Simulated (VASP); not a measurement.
Input of a VASP 6.6.1 run:

The input INCAR:

```
SYSTEM = HfO2
PREC     = Accurate       ! precision mode
ENCUT    = 520            ! plane-wave cutoff, eV
EDIFF    = 1E-6           ! SCF threshold, eV
ISMEAR   = -1             ! smearing method
SIGMA    = 0.05           ! smearing width, eV
LREAL    = .False.        ! projectors in reciprocal space
LASPH    = .True.         ! aspherical terms in the spheres
NELM     = 100            ! most SCF steps
ALGO     = Normal         ! electronic algorithm
ISIF     = 2              ! what is computed and relaxed
LWAVE    = .False.        ! write WAVECAR
LCHARG   = .False.        ! write CHGCAR
GGA      = PS             ! functional
IVDW     = 12             ! dispersion correction
NBANDS   = 56             ! bands
```

File KPOINTS:

```
Automatic mesh
0
Gamma
  5 6 5
  0 0 0
```

File POSCAR:

```
HfO2
1.0
    5.2540303499      0.0000000000      0.0000000000
    0.0000000000      5.0379087863      0.0000000000
    0.0000000000      0.0000000000      5.0660150614
Hf O
4 8
Direct
    0.9669940000      0.7325208200      0.7414403500
    0.5330060000      0.7325208200      0.2414403500
    0.4669940000      0.2674791800      0.7414403500
    0.0330060000      0.2674791800      0.2414403500
    0.6321274500      0.9286454000      0.8792672600
    0.8678725500      0.9286454000      0.3792672600
    0.2339485200      0.5398830500      0.4922923900
    0.2660514800      0.5398830500      0.9922923900
    0.7660514800      0.4601169500      0.9922923900
    0.7339485200      0.4601169500      0.4922923900
    0.1321274500      0.0713546000      0.8792672600
    0.3678725500      0.0713546000      0.3792672600
```

Potentials or basis: VASP PAW PBE potentials, release 64 (Hf_pv, O).

Run with:

```sh
$ cat potpaw_PBE.64/Hf_pv/POTCAR potpaw_PBE.64/O/POTCAR > POTCAR
$ mpirun -np 1 vasp_std > vasp.out
```

Q: What does it give for the band gap on the k mesh?

A: 4.27 eV (least direct gap 4.49 eV).

Q: Estimate the pressure.

A: -9.6 GPa.

Q: Predict the largest force.

A: 0.099 eV/Å.

Q: Predict the dispersion energy per atom.

A: -0.220 eV.

Forces in eV/Å, atoms in the order of the input:
```
Hf  -0.080  0.009  0.007
Hf   0.080  0.009  0.007
Hf  -0.080 -0.009  0.007
Hf   0.080 -0.009  0.007
O    0.027  0.006  0.038
O   -0.027  0.006  0.038
O   -0.039 -0.078 -0.046
O    0.039 -0.078 -0.046
O    0.039  0.078 -0.046
O   -0.039  0.078 -0.046
O    0.027 -0.006  0.038
O   -0.027 -0.006  0.038
```

Caveat: the cell stands under tension; the PAW data sets were made with another functional, which shifts forces and pressure a little; spin-orbit coupling is left out, which moves the levels of the heavy elements. A k mesh can miss the band edges.
